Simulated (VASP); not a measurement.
# La2O3 (dscan) (P-3m1) in VASP: notebook

La2O3 (dscan) is run at these levels: r2SCAN; tasks: single point.

All numbers are computed with VASP 6.6.1; they aren't measurements. Logs are shortened: lines on timing, memory, paths and dates and some standing lists are left out, and cuts for length are marked.

### Step 1. The cell of the first run

The structure is trigonal, space group P-3m1 (No. 164). The conventional cell has a = 3.931 Å, b = 3.931 Å, c = 6.112 Å, α = 90.00°, β = 90.00°, γ = 120.00°. Within 3.1 Å of La (site symmetry 3m) lie 7 O at 2.36 to 2.72 Å. Within 3.1 Å of O (site symmetry 3m) lie 4 La at 2.36 to 2.44 Å and 3 O at 2.89 Å. O (site symmetry -3m) has 6 La at 2.72 Å and 6 O at 3.14 Å within 3.6 Å.

### Step 2. Single point, r2SCAN

File POSCAR:

```
La2O3
1.0
    3.9307778800      0.0000000000      0.0000000000
   -1.9653889400      3.4041535000      0.0000000000
    0.0000000000      0.0000000000      6.1119535200
La O
2 3
Direct
    0.6666666700      0.3333333300      0.7537643200
    0.3333333300      0.6666666700      0.2462356800
    0.6666666700      0.3333333300      0.3541093500
    0.3333333300      0.6666666700      0.6458906500
    0.0000000000      0.0000000000      0.0000000000
```

File INCAR.step1:

```
SYSTEM = La2O3
PREC = Accurate
ENCUT = 520
ISMEAR = 0
SIGMA = 0.1
LREAL = .False.
LASPH = .True.
NELM = 60
NBANDS = 28
GGA = PE
ALGO = Normal
EDIFF = 1E-4
LWAVE = .True.
LCHARG = .False.
```

File INCAR.step2:

```
SYSTEM = La2O3
PREC = Accurate
ENCUT = 520
EDIFF = 1E-6
ISMEAR = 0
SIGMA = 0.1
LREAL = .False.
LASPH = .True.
NELM = 60
ALGO = Normal
ISIF = 2
LWAVE = .False.
LCHARG = .False.
METAGGA = R2SCAN
LMIXTAU = .True.
NBANDS = 28
ISTART = 1
```

File KPOINTS:

```
regular mesh
0
Gamma
  6 6 4
  0 0 0
```

Potentials or basis: VASP PAW PBE potentials, release 64 (La, O).

On the command line:

```bash
cat potpaw_PBE.64/La/POTCAR potpaw_PBE.64/O/POTCAR > POTCAR
cp INCAR.step1 INCAR
mpirun -np 1 vasp_std > vasp.out
cp INCAR.step2 INCAR
mpirun -np 1 vasp_std > vasp.out
```

OUTCAR:

```text
SYSTEM = La2O3
   PREC = Accurate
   ENCUT = 520
   EDIFF = 1E-6
   ISMEAR = 0
   LREAL = .False.
   LASPH = .True.
   NELM = 60
   ISIF = 2
   METAGGA = R2SCAN
   ISTART = 1

 ion  position               nearest neighbor table
   1  0.667  0.333  0.754-   4 2.36   4 2.36   4 2.36   3 2.44   5 2.72   5 2.72   5 2.72
   2  0.333  0.667  0.246-   3 2.36   3 2.36   3 2.36   4 2.44   5 2.72   5 2.72   5 2.72
   3  0.667  0.333  0.354-   2 2.36   2 2.36   2 2.36   1 2.44
   4  0.333  0.667  0.646-   1 2.36   1 2.36   1 2.36   2 2.44
   5  0.000  0.000  0.000-   1 2.72   2 2.72   2 2.72   1 2.72   1 2.72   2 2.72

  LATTYP: Found a hexagonal cell.
 ALAT       =     3.9307778800
 C/A-ratio  =     1.5548966913

  Lattice vectors:

 A1 = (   3.9307778800,   0.0000000000,   0.0000000000)
 A2 = (  -1.9653889400,   3.4041535000,   0.0000000000)
 A3 = (   0.0000000000,   0.0000000000,   6.1119535200)

Analysis of symmetry for initial positions (statically):
=====================================================================
 Subroutine PRICEL returns:
 Original cell was already a primitive cell.

 Routine SETGRP: Setting up the symmetry group for a
 hexagonal supercell.

 Subroutine GETGRP returns: Found 12 space group operations
 (whereof 12 operations were pure point group operations)
 out of a pool of 24 trial point group operations.

The static configuration has the point symmetry D_3d.

Analysis of symmetry for dynamics (positions and initial velocities):
=====================================================================
 Subroutine PRICEL returns:
 Original cell was already a primitive cell.

 Routine SETGRP: Setting up the symmetry group for a
 hexagonal supercell.

 Subroutine GETGRP returns: Found 12 space group operations
 (whereof 12 operations were pure point group operations)
 out of a pool of 24 trial point group operations.

The dynamic configuration has the point symmetry D_3d.

 Subroutine INISYM returns: Found 12 space group operations
 (whereof 12 operations are pure point group operations),
 and found     1 'primitive' translations

----------------------------------------------------------------------------------------

                                     Primitive cell

  volume of cell :      81.7839

  direct lattice vectors                    reciprocal lattice vectors
     3.930777880  0.000000000  0.000000000     0.254402571  0.146879393  0.000000000
    -1.965388940  3.404153500  0.000000000     0.000000000  0.293758786  0.000000000
     0.000000000  0.000000000  6.111953520     0.000000000  0.000000000  0.163613810

  length of vectors
     3.930777880  3.930777879  6.111953520     0.293758786  0.293758786  0.163613810

  position of ions in fractional coordinates (direct lattice)
     0.666666670  0.333333330  0.753764320
     0.333333330  0.666666670  0.246235680
     0.666666670  0.333333330  0.354109350
     0.333333330  0.666666670  0.645890650
     0.000000000  0.000000000  0.000000000

  ion indices of the primitive-cell ions
   primitive index   ion index
                 1           1
                 2           2
                 3           3
                 4           4
                 5           5

----------------------------------------------------------------------------------------

 KPOINTS: regular mesh

Automatic generation of k-mesh.
 Grid dimensions read from file:
 generate k-points for:    6    6    4

 Generating k-lattice:

  Cartesian coordinates                     Fractional coordinates (reciprocal lattice)
     0.042400429  0.024479899  0.000000000     0.166666667  0.000000000  0.000000000
     0.000000000  0.048959798  0.000000000     0.000000000  0.166666667  0.000000000
     0.000000000  0.000000000  0.040903452     0.000000000  0.000000000  0.250000000

  Length of vectors
     0.048959798  0.048959798  0.040903452

  Shift w.r.t. Gamma in fractional coordinates (k-lattice)
     0.000000000  0.000000000  0.000000000

 Subroutine IBZKPT returns following result:
 ===========================================

 Found     24 irreducible k-points:

 Following reciprocal coordinates:
            Coordinates               Weight
  0.000000  0.000000  0.000000      1.000000
  0.166667 -0.000000  0.000000      6.000000
  0.333333  0.000000  0.000000      6.000000
  0.500000  0.000000  0.000000      3.000000
  0.166667  0.166667  0.000000      6.000000
  0.333333  0.166667  0.000000     12.000000
[... 16 lines left out ...]
  0.333333  0.166667  0.500000     12.000000
  0.333333  0.333333  0.500000      2.000000
   k-points           NKPTS =     24   k-points in BZ     NKDIM =     24   number of bands    NBANDS=     28
   number of dos      NEDOS =    301   number of ions     NIONS =      5
   total plane-waves  NPLWV =  43200
   dimension x,y,z NGX =    30 NGY =   30 NGZ =   48
   dimension x,y,z NGXF=    60 NGYF=   60 NGZF=   96
   ions per type =               2   3
   NGX,Y,Z   is equivalent  to a cutoff of  12.69, 12.69, 13.06 a.u.
   NGXF,Y,Z  is equivalent  to a cutoff of  25.38, 25.38, 26.11 a.u.
 SYSTEM =  La2O3
   PREC   = accura    normal or accurate (medium, high low for compatibility)
   ISTART =      1    job   : 0-new  1-cont  2-samecut
   ICHARG =      0    charge: 1-file 2-atom 10-const
   ISPIN  =      1    spin polarized calculation?
   LNONCOLLINEAR =      F non collinear calculations
   LSORBIT =      F    spin-orbit coupling
   LASPH  =      T    aspherical Exc in radial PAW
   ENCUT  =  520.0 eV  38.22 Ry    6.18 a.u.   7.31  7.31 11.36*2*pi/ulx,y,z
   NELM   =     60;   NELMIN=  2; NELMDL=  0     # of ELM steps
   EDIFF  = 0.1E-05   stopping-criterion for ELM
   LREAL  =      F    real-space projection
   EDIFFG = 0.1E-04   stopping-criterion for IOM
   NSW    =      0    number of steps for IOM
   IBRION =     -1    ionic relax: 0-MD 1-quasi-New 2-CG
   NFREE  =      0    steps in history (QN), initial steepest desc. (CG)
   ISIF   =      2    stress and relaxation
   ISYM   =      2    0-nonsym 1-usesym 2-fastsym
   POTIM  = 0.5000    time-step for ionic-motion
   TEBEG  =    0.0;   TEEND  =   0.0 temperature during run
   PSTRESS=    0.0 pullay stress
   NELECT =      40.0000    total number of electrons
   NUPDOWN=      -1.0000    fix difference up-down
   EMIN   =  10.00;   EMAX   =-10.00  energy-range for DOS
   EFERMI =   0.00;   METHOD = LEGACY
   ISMEAR =     0;   SIGMA  =   0.10  broadening in eV -4-tet -1-fermi 0-gaus
   EFERMI_NEDOS =   21; number of points for ismear=-14 and -15
   IALGO  =     38    algorithm
   IMIX   =      4    mixing-type and parameters
     AMIX     =   0.40;   BMIX     =  1.00
     AMIX_MAG =   1.60;   BMIX_MAG =  1.00
  volume/ion in A,a.u.               =      16.36       110.38
  Fermi-wavevector in a.u.,A,eV,Ry     =   1.289849  2.437462 22.636161  1.663711
  Thomas-Fermi vector in A             =   2.421717
   LORBIT       =      0    0 simple, 1 ext, 2 COOP (PROOUT), +10 PAW based schemes
   METAGGA = R2SCAN    functional components
   LHFCALC =     F    Hartree Fock is set to
   AEXX    =    0.0000 exact exchange contribution
   IVDW    =     0    specifies the selected vdW correction
   LEPSILON=     F    determine dielectric tensor
   LRPA    =     F    only Hartree local field effects (RPA)
 non-spin polarized calculation
 Gauss-broadening in eV      SIGMA  =   0.10
  energy-cutoff  :      520.00
  volume of cell :       81.78
 maximum number of plane-waves:      2225
 NGX is ok and might be reduce to    30
   NGX = 15   NGY = 15   NGZ = 23

 number of electron      39.9999992 magnetization

 Free energy of the ion-electron system (eV)
  ---------------------------------------------------
  ext. energy  EPLUGINS =         0.00000000
  ---------------------------------------------------
  free energy    TOTEN  =       -96.05751513 eV

  energy without entropy =      -96.05751513  energy(sigma->0) =      -96.05751513

 E-fermi :   6.2566     XC(G=0): -11.1024

 val. band max:        5.7262179372   @ k =   0.5000   0.0000   0.5000
 cond. band min:       9.9648575761   @ k =   0.3333   0.3333   0.0000
 fundamental gap:      4.2386396389
 Fermi energy:         6.2565707052

 k-point     1 :       0.0000    0.0000    0.0000
  band No.  band energies     occupation
      1     -25.0062      2.00000
      2     -24.7491      2.00000
      3     -12.1055      2.00000
      4     -10.9748      2.00000
      5     -10.4574      2.00000
      6      -8.0016      2.00000
[... 20 lines left out ...]
     27      11.7681      0.00000
     28      12.0007      0.00000

 k-point     2 :       0.1667   -0.0000    0.0000
  band No.  band energies     occupation
      1     -24.9569      2.00000
      2     -24.7293      2.00000
      3     -12.1318      2.00000
      4     -11.3885      2.00000
      5     -10.7082      2.00000
      6      -8.1068      2.00000
[... 20 lines left out ...]
     27      11.8681      0.00000
     28      11.9535      0.00000

 k-point     3 :       0.3333    0.0000    0.0000
  band No.  band energies     occupation
      1     -24.8470      2.00000
      2     -24.6979      2.00000
      3     -12.3365      2.00000
      4     -12.0796      2.00000
      5     -10.7484      2.00000
      6      -8.2903      2.00000
[... 20 lines left out ...]
     27      11.8292      0.00000
     28      11.8457      0.00000

 k-point     4 :       0.5000    0.0000    0.0000
  band No.  band energies     occupation
      1     -24.7777      2.00000
      2     -24.6950      2.00000
      3     -12.4519      2.00000
      4     -12.4182      2.00000
      5     -10.5922      2.00000
      6      -8.6312      2.00000
[... 578 lines left out ...]
     27      11.7730      0.00000
     28      11.9009      0.00000

 k-point    23 :       0.3333    0.1667    0.5000
  band No.  band energies     occupation
      1     -24.7433      2.00000
      2     -24.7289      2.00000
      3     -12.5619      2.00000
      4     -12.3646      2.00000
      5     -10.6746      2.00000
      6      -8.3972      2.00000
[... 20 lines left out ...]
     27      11.7769      0.00000
     28      11.8070      0.00000

 k-point    24 :       0.3333    0.3333    0.5000
  band No.  band energies     occupation
      1     -24.7176      2.00000
      2     -24.7176      2.00000
      3     -12.5172      2.00000
      4     -12.5172      2.00000
      5     -10.8912      2.00000
      6      -8.5972      2.00000
[... 20 lines left out ...]
     27      11.7674      0.00000
     28      11.7994      0.00000

------------------------ aborting loop because EDIFF is reached ----------------------------------------

  FORCE on cell =-STRESS in cart. coord.  units (eV):
  Direction    XX          YY          ZZ          XY          YZ          ZX
  --------------------------------------------------------------------------------------
  -------------------------------------------------------------------------------------
  Total        0.0712282      0.0712282      0.1273760      0.0000000      0.0000000      0.0000000
  in kB        1.3953878      1.3953878      2.4953441      0.0000000      0.0000000      0.0000000
  external PRESSURE =       1.7620399 kB  Pullay stress =       0.0000000 kB

 VOLUME and BASIS-vectors are now :
 -----------------------------------------------------------------------------
  energy-cutoff  :      520.00
  volume of cell :       81.78
      direct lattice vectors                 reciprocal lattice vectors
     3.930777880  0.000000000  0.000000000     0.254402571  0.146879393  0.000000000
    -1.965388940  3.404153500  0.000000000     0.000000000  0.293758786  0.000000000
     0.000000000  0.000000000  6.111953520     0.000000000  0.000000000  0.163613810

 POSITION                                       TOTAL-FORCE (eV/Angst)
 -----------------------------------------------------------------------------------
      1.96539      1.13472      4.60697         0.000000     -0.000000      0.020113
     -0.00000      2.26944      1.50498         0.000000      0.000000     -0.020113
      1.96539      1.13472      2.16430        -0.000000      0.000000     -0.013171
     -0.00000      2.26944      3.94765         0.000000      0.000000      0.013171
      0.00000      0.00000      0.00000        -0.000000      0.000000     -0.000000
 -----------------------------------------------------------------------------------
    total drift:                               -0.000000      0.000000     -0.000000

  FREE ENERGIE OF THE ION-ELECTRON SYSTEM (eV)
  ---------------------------------------------------
  free  energy   TOTEN  =       -96.0575151347 eV

  energy  without entropy=      -96.0575151347  energy(sigma->0) =      -96.05751513
```

Run time: 5 min. Hardware: 1 thread of Intel Xeon Platinum 8375C at 2.90GHz (Ice Lake), shared host; peak memory 0.24 GiB.

What came out:

```
Free energy            : -96.0575 eV
Pressure               : 0.2 GPa
Largest force          : 0.020 eV/Å
Band gap on the k mesh : 4.24 eV, indirect (least direct gap 4.36 eV)
```

Forces in eV/Å, atoms in the order of the input:
```
La   0.000  0.000  0.020
La   0.000  0.000 -0.020
O    0.000  0.000 -0.013
O    0.000  0.000  0.013
O    0.000  0.000  0.000
```

Stress tensor (GPa, compression positive):
```
0.14 0.00 0.00
0.00 0.14 0.00
0.00 0.00 0.25
```

Levels at points of the mesh, in eV from the valence-band top:
```tsv
k point	band 18	band 19	band 20	band 21	band 22	band 23
(0.00, 0.00, 0.00)	-0.39	-0.39	-0.12	4.79	5.12	5.12
(0.50, 0.00, 0.00)	-0.68	-0.43	-0.30	4.30	5.27	5.79
(0.00, 0.00, 0.50)	-0.77	-0.29	-0.29	5.24	5.28	5.28
(0.50, 0.00, 0.50)	-0.71	-0.38	0.00	4.93	5.09	5.72
```

Caveat: the PAW data sets were made with another functional, which shifts forces and pressure a little; spin-orbit coupling is left out, which moves the levels of the heavy elements.

### Step 3. Single point, r2SCAN

This run uses another cell than the first one, of 16.43 Å³/atom, 1.005 times its volume.

File POSCAR:

```
La2O3
1.0
    3.9351997838      0.0000000000      0.0000000000
   -1.9675998919      3.4079829817      0.0000000000
    0.0000000000      0.0000000000      6.1257738022
La O
2 3
Direct
    0.6666666667      0.3333333333      0.7538754471
    0.3333333333      0.6666666667      0.2461245529
    0.6666666667      0.3333333333      0.3538804796
    0.3333333333      0.6666666667      0.6461195204
    0.0000000000      0.0000000000      0.0000000000
```

File INCAR.step1:

```
ALGO = Normal
EDIFF = 1E-4
ENCUT = 520
GGA = PE
ISMEAR = 0
LASPH = True
LCHARG = False
LREAL = False
LWAVE = True
NBANDS = 28
NELM = 100
PREC = Accurate
SIGMA = 0.02
```

File INCAR.step2:

```
ALGO = Normal
EDIFF = 1E-6
ENCUT = 520
ISIF = 2
ISMEAR = 0
ISTART = 1
LASPH = True
LCHARG = False
LMIXTAU = True
LREAL = False
LWAVE = False
METAGGA = R2SCAN
NBANDS = 28
NELM = 100
PREC = Accurate
SIGMA = 0.02
```

File KPOINTS:

```
k-points
0
Gamma
  6 6 4
```

Potentials or basis: VASP PAW PBE potentials, release 64 (La, O).

On the command line:

```bash
cat potpaw_PBE.64/La/POTCAR potpaw_PBE.64/O/POTCAR > POTCAR
cp INCAR.step1 INCAR
mpirun -np 1 vasp_std > vasp.out
cp INCAR.step2 INCAR
mpirun -np 1 vasp_std > vasp.out
```

It took 5.1 min on 1 thread of Intel Xeon Platinum 8375C at 2.90GHz (Ice Lake), shared host; peak memory 0.23 GiB.

The run converged. Its results:

| Property | Result |
| --- | --- |
| Free energy | -96.0577 eV |
| Pressure | -0.5 GPa |
| Largest force | 0.026 eV/Å |
| Band gap on the k mesh | 4.24 eV, indirect (least direct gap 4.36 eV) |

Forces on the atoms (eV/Å):
```
La   0.000  0.000 -0.026
La   0.000  0.000  0.026
O    0.000  0.000 -0.006
O    0.000  0.000  0.006
O    0.000  0.000  0.000
```

Stress tensor (GPa, compression positive):
```
-0.52  0.00  0.00
 0.00 -0.52  0.00
 0.00  0.00 -0.41
```

Levels at points of the mesh, in eV from the valence-band top:
| k point | band 17 | band 18 | band 19 | band 20 | band 21 | band 22 | band 23 | band 24 |
| --- | --- | --- | --- | --- | --- | --- | --- | --- |
| (0.00, 0.00, 0.00) | -1.64 | -0.38 | -0.38 | -0.11 | 4.78 | 5.11 | 5.11 | 5.74 |
| (0.50, 0.00, 0.00) | -0.74 | -0.67 | -0.42 | -0.30 | 4.30 | 5.26 | 5.77 | 5.81 |
| (0.00, 0.00, 0.50) | -0.99 | -0.76 | -0.28 | -0.28 | 5.23 | 5.27 | 5.27 | 5.52 |
| (0.50, 0.00, 0.50) | -0.96 | -0.70 | -0.37 | 0.00 | 4.92 | 5.08 | 5.70 | 5.81 |

Caveat: the PAW data sets were made with another functional, which shifts forces and pressure a little; spin-orbit coupling is left out, which moves the levels of the heavy elements. r2SCAN opens gaps a little over a GGA but as a rule still falls short of measured ones.
